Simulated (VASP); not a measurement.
Here is a VASP 6.6.1 calculation.

File INCAR:

```
SYSTEM = Ir
PREC = Accurate ; ENCUT = 520
EDIFF = 1E-6 ; ISMEAR = -1
SIGMA = 0.3 ; LREAL = .FALSE.
LASPH = .TRUE. ; NELM = 60
ALGO = Normal ; ISIF = 2
LWAVE = .FALSE. ; LCHARG = .FALSE.
GGA = PE ; NBANDS = 10
```

The input KPOINTS:

```
regular mesh
0
G
  13 13 13
  0 0 0
```

The input POSCAR:

```
Ir
1.0
    0.0000000000      1.9156000000      1.9156000000
    1.9156000000      0.0000000000      1.9156000000
    1.9156000000      1.9156000000      0.0000000000
Ir
1
Direct
    0.0000000000      0.0000000000      0.0000000000
```

Potentials or basis: VASP PAW PBE potentials, release 64 (Ir).

The run is started by

```bash
$ cat potpaw_PBE.64/Ir/POTCAR > POTCAR
$ mpirun -np 1 vasp_std > vasp.out
```

Estimate the pressure.

15.1 GPa.
